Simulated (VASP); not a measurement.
# MnSi (P2_13) in VASP: single point with PBEsol

Aim: the single point of MnSi with PBEsol.

All numbers are computed with VASP 6.6.1; they aren't measurements. Logs are shortened: lines on timing, memory, paths and dates and some standing lists are left out, and cuts for length are marked.

## Step 1: The cell of the first run

It takes space group P2_13 (No. 198, cubic). Conventional cell: a = 4.284 Å, b = 4.284 Å, c = 4.284 Å, α = 90.00°, β = 90.00°, γ = 90.00°. Mn (site symmetry 3) has 7 Si at 2.18 to 2.37 Å and 6 Mn at 2.63 Å within 2.9 Å. Within 2.9 Å of Si (site symmetry 3) lie 7 Mn at 2.18 to 2.37 Å and 6 Si at 2.65 Å.

## Step 2: Single point, PBEsol, collinear spin, ferromagnetic start (9.83 Å³/atom)

Input file INCAR:

```
PREC = Accurate
ENCUT = 520
EDIFF = 1E-6
ISMEAR = 0
SIGMA = 0.1
LREAL = F
LASPH = T
NELM = 150
ALGO = Normal
ISIF = 2
LWAVE = F
LCHARG = T
ISPIN = 2
MAGMOM = 1 1 1 1 0 0 0 0
LORBIT = 11
LMAXMIX = 4
GGA = PS
LELF = T
LVHAR = T
NBANDS = 48
```

Input file KPOINTS:

```
regular mesh
0
Gamma
  8 8 8
```

Input file POSCAR:

```
MnSi
1.0
    4.2842766303      0.0000000000      0.0000000000
    0.0000000000      4.2842766303      0.0000000000
    0.0000000000      0.0000000000      4.2842766303
Mn Si
4 4
Direct
    0.1403540626      0.1403540626      0.1403540626
    0.3596459374      0.8596459374      0.6403540626
    0.6403540626      0.3596459374      0.8596459374
    0.8596459374      0.6403540626      0.3596459374
    0.8465958759      0.8465958759      0.8465958759
    0.6534041241      0.1534041241      0.3465958759
    0.3465958759      0.6534041241      0.1534041241
    0.1534041241      0.3465958759      0.6534041241
```

Potentials or basis: VASP PAW PBE potentials, release 64 (Mn_pv, Si).

On the command line:

```
$ cat potpaw_PBE.64/Mn_pv/POTCAR potpaw_PBE.64/Si/POTCAR > POTCAR
$ mpirun -np 1 vasp_std > vasp.out
```

OUTCAR:

```text
PREC = Accurate
   ENCUT = 520
   EDIFF = 1E-6
   ISMEAR = 0
   LREAL = F
   LASPH = T
   NELM = 150
   ISIF = 2
   ISPIN = 2
   LORBIT = 11
   GGA = PS

 ion  position               nearest neighbor table
   1  0.140  0.140  0.140-   5 2.18   6 2.27   7 2.27   8 2.27   7 2.37   8 2.37   6 2.37   2 2.63
                             4 2.63   2 2.63   4 2.63   3 2.63   3 2.63
   2  0.360  0.860  0.640-   6 2.18   5 2.27   7 2.27   8 2.27   7 2.37   8 2.37   5 2.37   1 2.63
                             3 2.63   1 2.63   3 2.63   4 2.63   4 2.63
   3  0.640  0.360  0.860-   7 2.18   6 2.27   5 2.27   8 2.27   8 2.37   6 2.37   5 2.37   4 2.63
                             2 2.63   2 2.63   4 2.63   1 2.63   1 2.63
   4  0.860  0.640  0.360-   8 2.18   6 2.27   7 2.27   5 2.27   6 2.37   5 2.37   7 2.37   3 2.63
                             1 2.63   1 2.63   3 2.63   2 2.63   2 2.63
   5  0.847  0.847  0.847-   1 2.18   2 2.27   3 2.27   4 2.27   3 2.37   4 2.37   2 2.37   6 2.65
                             7 2.65   8 2.65   6 2.65   8 2.65   7 2.65
   6  0.653  0.153  0.347-   2 2.18   1 2.27   3 2.27   4 2.27   3 2.37   4 2.37   1 2.37   8 2.65
                             5 2.65   5 2.65   7 2.65   7 2.65   8 2.65
   7  0.347  0.653  0.153-   3 2.18   2 2.27   1 2.27   4 2.27   4 2.37   2 2.37   1 2.37   8 2.65
                             5 2.65   8 2.65   6 2.65   6 2.65   5 2.65
   8  0.153  0.347  0.653-   4 2.18   2 2.27   3 2.27   1 2.27   2 2.37   1 2.37   3 2.37   7 2.65
                             5 2.65   7 2.65   5 2.65   6 2.65   6 2.65

  LATTYP: Found a simple cubic cell.
 ALAT       =     4.2842766303

  Lattice vectors:

 A1 = (   4.2842766303,   0.0000000000,   0.0000000000)
 A2 = (   0.0000000000,   4.2842766303,   0.0000000000)
 A3 = (   0.0000000000,   0.0000000000,   4.2842766303)

Analysis of symmetry for initial positions (statically):
=====================================================================
 Subroutine PRICEL returns:
 Original cell was already a primitive cell.

 Routine SETGRP: Setting up the symmetry group for a
 simple cubic supercell.

 Subroutine GETGRP returns: Found 12 space group operations
 (whereof  3 operations were pure point group operations)
 out of a pool of 48 trial point group operations.

The static configuration has the point symmetry C_3 .
 The point group associated with its full space group is T   .

Analysis of symmetry for dynamics (positions and initial velocities):
=====================================================================
 Subroutine PRICEL returns:
 Original cell was already a primitive cell.

 Routine SETGRP: Setting up the symmetry group for a
 simple cubic supercell.

 Subroutine GETGRP returns: Found 12 space group operations
 (whereof  3 operations were pure point group operations)
 out of a pool of 48 trial point group operations.

The dynamic configuration has the point symmetry C_3 .
 The point group associated with its full space group is T   .

Analysis of structural, dynamic, and magnetic symmetry:
=====================================================================
 Subroutine PRICEL returns:
 Original cell was already a primitive cell.

 Routine SETGRP: Setting up the symmetry group for a
 simple cubic supercell.

 Subroutine GETGRP returns: Found 12 space group operations
 (whereof  3 operations were pure point group operations)
 out of a pool of 48 trial point group operations.

The overall configuration has the point symmetry C_3 .
 The point group associated with its full space group is T   .

 Subroutine INISYM returns: Found 12 space group operations
 (whereof  3 operations are pure point group operations),
 and found     1 'primitive' translations

----------------------------------------------------------------------------------------

                                     Primitive cell

  volume of cell :      78.6380

  direct lattice vectors                    reciprocal lattice vectors
     4.284276630  0.000000000  0.000000000     0.233411632  0.000000000  0.000000000
     0.000000000  4.284276630  0.000000000     0.000000000  0.233411632  0.000000000
     0.000000000  0.000000000  4.284276630     0.000000000  0.000000000  0.233411632

  length of vectors
     4.284276630  4.284276630  4.284276630     0.233411632  0.233411632  0.233411632

  position of ions in fractional coordinates (direct lattice)
     0.140354063  0.140354063  0.140354063
     0.359645937  0.859645937  0.640354063
     0.640354063  0.359645937  0.859645937
     0.859645937  0.640354063  0.359645937
     0.846595876  0.846595876  0.846595876
     0.653404124  0.153404124  0.346595876
[... 78 lines left out ...]
   ICHARG =      2    charge: 1-file 2-atom 10-const
   ISPIN  =      2    spin polarized calculation?
   LNONCOLLINEAR =      F non collinear calculations
   LSORBIT =      F    spin-orbit coupling
   LASPH  =      T    aspherical Exc in radial PAW
   ENCUT  =  520.0 eV  38.22 Ry    6.18 a.u.   7.97  7.97  7.97*2*pi/ulx,y,z
   NELM   =    150;   NELMIN=  2; NELMDL= -5     # of ELM steps
   EDIFF  = 0.1E-05   stopping-criterion for ELM
   LREAL  =      F    real-space projection
   EDIFFG = 0.1E-04   stopping-criterion for IOM
   NSW    =      0    number of steps for IOM
   IBRION =     -1    ionic relax: 0-MD 1-quasi-New 2-CG
   NFREE  =      0    steps in history (QN), initial steepest desc. (CG)
   ISIF   =      2    stress and relaxation
   ISYM   =      2    0-nonsym 1-usesym 2-fastsym
   POTIM  = 0.5000    time-step for ionic-motion
   TEBEG  =    0.0;   TEEND  =   0.0 temperature during run
   PSTRESS=    0.0 pullay stress
   NELECT =      68.0000    total number of electrons
   NUPDOWN=      -1.0000    fix difference up-down
   EMIN   =  10.00;   EMAX   =-10.00  energy-range for DOS
   EFERMI =   0.00;   METHOD = LEGACY
   ISMEAR =     0;   SIGMA  =   0.10  broadening in eV -4-tet -1-fermi 0-gaus
   EFERMI_NEDOS =   21; number of points for ismear=-14 and -15
   IALGO  =     38    algorithm
   IMIX   =      4    mixing-type and parameters
     AMIX     =   0.40;   BMIX     =  1.00
     AMIX_MAG =   1.60;   BMIX_MAG =  1.00
  volume/ion in A,a.u.               =       9.83        66.33
  Fermi-wavevector in a.u.,A,eV,Ry     =   1.559673  2.947355 33.097270  2.432581
  Thomas-Fermi vector in A             =   2.662997
   LORBIT       =     11    0 simple, 1 ext, 2 COOP (PROOUT), +10 PAW based schemes
   GGA     = PS    functional components
   LHFCALC =     F    Hartree Fock is set to
   AEXX    =    0.0000 exact exchange contribution
   IVDW    =     0    specifies the selected vdW correction
   LEPSILON=     F    determine dielectric tensor
   LRPA    =     F    only Hartree local field effects (RPA)
 spin polarized calculation
 Gauss-broadening in eV      SIGMA  =   0.10
  energy-cutoff  :      520.00
  volume of cell :       78.64
 maximum number of plane-waves:      2176
   NGX = 15   NGY = 15   NGZ = 15

 number of electron      68.0000140 magnetization       1.5865136

 Free energy of the ion-electron system (eV)
  ---------------------------------------------------
  ext. energy  EPLUGINS =         0.00000000
  ---------------------------------------------------
  free energy    TOTEN  =       -65.20452577 eV

  energy without entropy =      -65.17164444  energy(sigma->0) =      -65.18808511

 E-fermi :  13.2868     XC(G=0): -13.7615

 val. band max:       13.2760771772   @ k =  -0.2500   0.3750   0.1250
 cond. band min:      13.2974350556   @ k =   0.3750   0.3750   0.0000
 fundamental gap:      0.0213578784
 Fermi energy:        13.2868373458

 spin component 1

 k-point     1 :       0.0000    0.0000    0.0000
  band No.  band energies     occupation
      1     -34.6134      1.00000
      2     -34.6134      1.00000
      3     -34.6134      1.00000
      4     -34.5206      1.00000
      5     -34.5206      1.00000
      6     -34.5206      1.00000
[... 1165 lines left out ...]
     45      18.6601      0.00000
     46      19.3244      0.00000

 [... further k-points ...]

 spin component 2

 k-point     1 :       0.0000    0.0000    0.0000
  band No.  band energies     occupation
      1     -34.1770      1.00000
      2     -34.1770      1.00000
      3     -34.1770      1.00000
      4     -34.1284      1.00000
      5     -34.1284      1.00000
      6     -34.1284      1.00000
[... 1165 lines left out ...]
     45      18.8439      0.00000
     46      19.4671      0.00000

 [... further k-points ...]

 [bands above 46 left out]

------------------------ aborting loop because EDIFF is reached ----------------------------------------

  FORCE on cell =-STRESS in cart. coord.  units (eV):
  Direction    XX          YY          ZZ          XY          YZ          ZX
  --------------------------------------------------------------------------------------
  -------------------------------------------------------------------------------------
  Total       18.0374202     18.0374202     18.0374202      0.0000000     -0.0000000      0.0000000
  in kB      367.4958932    367.4958932    367.4958932      0.0000000     -0.0000000      0.0000000
  external PRESSURE =     367.4958932 kB  Pullay stress =       0.0000000 kB

 VOLUME and BASIS-vectors are now :
 -----------------------------------------------------------------------------
  energy-cutoff  :      520.00
  volume of cell :       78.64
      direct lattice vectors                 reciprocal lattice vectors
     4.284276630  0.000000000  0.000000000     0.233411632  0.000000000  0.000000000
     0.000000000  4.284276630  0.000000000     0.000000000  0.233411632  0.000000000
     0.000000000  0.000000000  4.284276630     0.000000000  0.000000000  0.233411632

 POSITION                                       TOTAL-FORCE (eV/Angst)
 -----------------------------------------------------------------------------------
      0.60132      0.60132      0.60132         0.013041      0.013041      0.013041
      1.54082      3.68296      2.74345        -0.013041     -0.013041      0.013041
      2.74345      1.54082      3.68296         0.013041     -0.013041     -0.013041
      3.68296      2.74345      1.54082        -0.013041      0.013041     -0.013041
      3.62705      3.62705      3.62705         0.000049      0.000049      0.000049
      2.79936      0.65723      1.48491        -0.000049     -0.000049      0.000049
      1.48491      2.79936      0.65723         0.000049     -0.000049     -0.000049
      0.65723      1.48491      2.79936        -0.000049      0.000049     -0.000049
 -----------------------------------------------------------------------------------
    total drift:                               -0.000001     -0.000002      0.000000

  FREE ENERGIE OF THE ION-ELECTRON SYSTEM (eV)
  ---------------------------------------------------
  free  energy   TOTEN  =       -65.2045257703 eV

  energy  without entropy=      -65.1716444426  energy(sigma->0) =      -65.18808511

 total charge

# of ion       s       p       d       tot
------------------------------------------
    1        0.397   6.508   5.493  12.398
    2        0.397   6.508   5.493  12.398
    3        0.397   6.508   5.493  12.398
    4        0.397   6.508   5.493  12.398
    5        0.753   1.016   0.000   1.769
    6        0.753   1.016   0.000   1.769
    7        0.753   1.016   0.000   1.769
    8        0.753   1.016   0.000   1.769
--------------------------------------------------
tot          4.601  30.096  21.973  56.670

 magnetization (x)

# of ion       s       p       d       tot
------------------------------------------
    1       -0.000   0.003   0.407   0.410
    2       -0.000   0.003   0.407   0.410
    3       -0.000   0.003   0.407   0.410
    4       -0.000   0.003   0.407   0.410
    5       -0.004  -0.011   0.000  -0.015
    6       -0.004  -0.011   0.000  -0.015
    7       -0.004  -0.011   0.000  -0.015
    8       -0.004  -0.011   0.000  -0.015
--------------------------------------------------
tot         -0.018  -0.034   1.630   1.578
```

Run time: 2.4 min. Hardware: 1 thread of AMD EPYC 9R14 (Zen 4), shared host; peak memory 0.33 GiB.

What came out:

| Item | Value |
| --- | --- |
| Free energy | -65.2045 eV |
| Pressure | 36.7 GPa |
| Largest force | 0.023 eV/Å |
| Net moment | 1.59 μB per cell |
| Site moments | Mn +0.41; Si -0.01 μB |
| Valence electrons inside the program's atomic spheres | Mn 12.40; Si 1.77 |

Forces on the atoms (eV/Å):
```
Mn   0.013  0.013  0.013
Mn  -0.013 -0.013  0.013
Mn   0.013 -0.013 -0.013
Mn  -0.013  0.013 -0.013
Si   0.000  0.000  0.000
Si   0.000  0.000  0.000
Si   0.000  0.000  0.000
Si   0.000  0.000  0.000
```

Levels at points of the mesh, in eV from the Fermi level:
Spin up:
```tsv
k point	band 30	band 31	band 32	band 33	band 34	band 35	band 36	band 37	band 38	band 39
(0.00, 0.00, 0.00)	-2.00	-2.00	0.05	0.05	0.05	0.21	0.21	1.42	1.42	1.42
(0.50, 0.00, 0.00)	-1.86	-1.16	-1.16	-0.19	-0.19	0.40	0.40	0.74	0.74	2.58
(0.50, 0.50, 0.00)	-1.33	-1.19	-1.19	-0.83	-0.83	-0.16	-0.16	1.31	1.31	2.03
(0.50, 0.50, 0.50)	-0.68	-0.68	-0.68	-0.38	-0.38	-0.38	-0.38	1.11	1.11	1.11
```
Spin down:
```tsv
k point	band 30	band 31	band 32	band 33	band 34	band 35	band 36	band 37	band 38	band 39
(0.00, 0.00, 0.00)	-1.79	-1.79	0.45	0.45	0.45	0.72	0.72	1.72	1.72	1.72
(0.50, 0.00, 0.00)	-1.60	-0.83	-0.83	0.27	0.27	0.80	0.80	1.03	1.03	2.82
(0.50, 0.50, 0.00)	-1.00	-0.90	-0.90	-0.55	-0.55	0.30	0.30	1.59	1.59	2.30
(0.50, 0.50, 0.50)	-0.28	-0.28	-0.28	-0.04	-0.04	-0.04	-0.04	1.38	1.38	1.38
```

Caveat: the cell stands under pressure; the PAW data sets were made with another functional, which shifts forces and pressure a little.
